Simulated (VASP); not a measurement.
HfO2, 12 atoms in the cell. It takes space group Amm2 (No. 38, orthorhombic). Conventional cell: a = 5.001 Å, b = 7.073 Å, c = 7.073 Å, α = 90.00°, β = 90.00°, γ = 90.00°. Within 1.8 Å of Hf (site symmetry mm2) lie 2 O at 1.34 Å. Hf (site symmetry m) has 8 O at 2.17 Å within 2.9 Å. Within 2.9 Å of Hf (site symmetry mm2) lie 8 O at 2.17 Å and 1 Hf at 2.25 Å. O (site symmetry m) has 3 Hf at 2.17 Å and 6 O at 2.50 Å within 2.9 Å. Within 2.9 Å of O (site symmetry 1) lie 4 Hf at 2.17 to 2.52 Å and 6 O at 2.50 Å. O (site symmetry m) has 1 Hf at 1.34 Å within 1.8 Å.  This cell differs from its parent crystal: atom 1 (Hf) moved by -0.910 Å along [0 1 0] and -0.910 Å along [0 0 1].

| Property | Result |
| --- | --- |
| Program | VASP 6.6.1 |
| Task | single point |
| Functional | LDA |
| Potentials or basis | VASP PAW LDA potentials, release 64 (Hf_pv, O) |
| Cutoff | 520 eV |
| k mesh | 6 × 6 × 6 |
| Occupations | gaussian, width 0.05 eV |
| Spin | no spin polarisation |
| Dipole correction | no |
| Further INCAR settings | ALGO = Normal; EDIFF = 1e-07; NBANDS = 56 |

Potentials or basis: VASP PAW LDA potentials, release 64 (Hf_pv, O).

The run is started by

```console
$ cat potpaw_LDA.64/Hf_pv/POTCAR potpaw_LDA.64/O/POTCAR > POTCAR
$ mpirun -np 1 vasp_std > vasp.out
```

Hardware: 1 thread of AMD EPYC 7R43 64-Core Processor (Zen 3) (shared host).

Q: Estimate the wall time of this run.

A: It took 7.8 min on 1 thread of AMD EPYC 7R43 64-Core Processor (Zen 3) (shared host), peak memory 0.34 GiB. Counts: scf iterations 18, k points 52.
